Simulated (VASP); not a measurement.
Set up this calculation in VASP 6.6.1, as the native input.

```
Task                   : single point
Functional             : PBE
Potentials or basis    : VASP PAW PBE potentials, release 64 (Si, Ge_d)
Cutoff                 : 520 eV
k mesh                 : 4 × 6 × 2
Occupations            : gaussian, width 0.1 eV
Spin                   : no spin polarisation
Dipole correction      : no
Further INCAR settings : ALGO = Normal; EDIFF = 1e-07; NBANDS = 56
```

The structure of Si2Ge lies in POSCAR:

```
Si2Ge
1.0
    5.5092213109      0.0000000000      0.0000000000
    0.0000000000      2.5435297991      0.0000000000
   -0.4410147873      0.0000000000     14.3516598551
Si Ge
8 4
Direct
    0.4333192528      0.0000000000      0.9973638024
    0.9211468743      0.0000000000      0.0014223957
    0.1709884434      0.0000000000      0.8483663162
    0.6847269565      0.0000000000      0.8443564793
    0.1959260009      0.0000000000      0.1502661096
    0.6890088141      0.0000000000      0.1531149684
    0.1097000298      0.0000000000      0.5023215824
    0.6002332497      0.0000000000      0.5001427725
    0.3193602545      0.0000000000      0.6750518029
    0.8170687141      0.0000000000      0.6682143228
    0.2780003410      0.0000000000      0.3289505256
    0.7805210690      0.0000000000      0.3304289223
```

These files were run (other wordings do the same):

INCAR

```
  PREC = Accurate
  ENCUT = 520
  EDIFF = 1E-7
  ISMEAR = 0
  SIGMA = 0.1
  LREAL = False
  LASPH = True
  NELM = 80
  ALGO = Normal
  ISIF = 2
  LWAVE = False
  LCHARG = False
  GGA = PE
  NBANDS = 56
```

KPOINTS

```
Automatic mesh
0
Gamma
  4 6 2
```

Potentials or basis: VASP PAW PBE potentials, release 64 (Si, Ge_d).

Launch:

```bash
$ cat potpaw_PBE.64/Si/POTCAR potpaw_PBE.64/Ge_d/POTCAR > POTCAR
$ mpirun -np 1 vasp_std > vasp.out
```

Results of the run:

* Pressure: -0.5 GPa
* Largest force: 0.288 eV/Å
* Band gap on the k mesh: zero (band 44 reaches 9.64 eV, above the bottom of band 45 at 6.18 eV)

Caveat: the k points lie up to 0.41 Å⁻¹ apart.

Run time: 3.3 min on 1 thread of Intel(R) Xeon(R) 6975P-C (Granite Rapids) (shared host), peak memory 0.4 GiB.
